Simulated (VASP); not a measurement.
Here is a VASP 6.6.1 calculation.

The input INCAR:

```
ALGO = Normal
EDIFF = 1E-7
ENCUT = 520
GGA = CA
ISIF = 2
ISMEAR = 0
LASPH = T
LCHARG = T
LELF = T
LREAL = F
LVHAR = T
LWAVE = F
NBANDS = 16
NELM = 100
PREC = Accurate
SIGMA = 0.05
```

File KPOINTS:

```
k-points
0
Gamma
  12 12 12
```

Contents of POSCAR:

```
InP
1.0
    0.0000000000      3.1305982556      2.7728948234
    2.7728948234      0.0000000000      2.7728948234
    2.7728948234      3.1305982556      0.0000000000
In P
1 1
Direct
    0.0000000000      0.0000000000      0.0000000000
    0.7500000000      0.7500000000      0.7500000000
```

Potentials or basis: VASP PAW LDA potentials, release 64 (In_d, P).

The run is started by

```sh
$ cat potpaw_LDA.64/In_d/POTCAR potpaw_LDA.64/P/POTCAR > POTCAR
$ mpirun -np 1 vasp_std > vasp.out
```

Q: Predict the band gap on the k mesh.

A: 0.43 eV.

Q: What does it give for the pressure?

A: 1.7 GPa.

Stress tensor (GPa, compression positive):
```
 3.88  0.00  0.00
 0.00 -2.74  0.00
 0.00  0.00  3.88
```

Caveat: spin-orbit coupling is left out, which moves the levels of the heavy elements. Expect the measured gap to be larger: semilocal functionals such as LDA lack the derivative discontinuity.
